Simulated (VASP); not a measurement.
Set up this calculation in VASP 6.6.1, as the native input.

* Task: single point
* Functional: PBEsol
* Potentials or basis: VASP PAW PBE potentials, release 64 (Pb_d)
* Cutoff: 520 eV
* k mesh: 12 × 12 × 7
* Occupations: fermi-dirac, width 0.05 eV
* Spin: no spin polarisation
* Dipole correction: no
* Further INCAR settings: ALGO = Normal; EDIFF = 1e-06; NBANDS = 21

The structure of Pb lies in POSCAR:

```
Pb
1.0
    3.5482533262      0.0000000000      0.0000000000
   -1.7741266631      3.0728775195      0.0000000000
    0.0000000000      0.0000000000      5.6996356773
Pb
2
Direct
    0.3333333333      0.6666666667      0.2500000000
    0.6666666667      0.3333333333      0.7500000000
```

This isn't the form of Pb at room conditions, which is fcc.

One way to write it, as run:

INCAR

```
PREC = Accurate
ENCUT = 520
EDIFF = 1E-6
ISMEAR = -1
SIGMA = 0.05
LREAL = False
LASPH = True
NELM = 80
ALGO = Normal
ISIF = 2
LWAVE = False
LCHARG = True
GGA = PS
LELF = True
LVHAR = True
NBANDS = 21
```

KPOINTS

```
regular mesh
0
Gamma
  12 12 7
```

Potentials or basis: VASP PAW PBE potentials, release 64 (Pb_d).

The run is started by

```sh
$ cat potpaw_PBE.64/Pb_d/POTCAR > POTCAR
$ mpirun -np 1 vasp_std > vasp.out
```

It gave:

```
Pressure               : -1.7 GPa
Band gap on the k mesh : zero (bands 14 and 15 overlap by 7.27 eV)
```

Caveat: the PAW data sets were made with another functional, which shifts forces and pressure a little; spin-orbit coupling is left out, which moves the levels of the heavy elements.

Wall time 99 s on 1 thread of Intel Xeon 8259CL (shared host), peak memory 0.23 GiB.
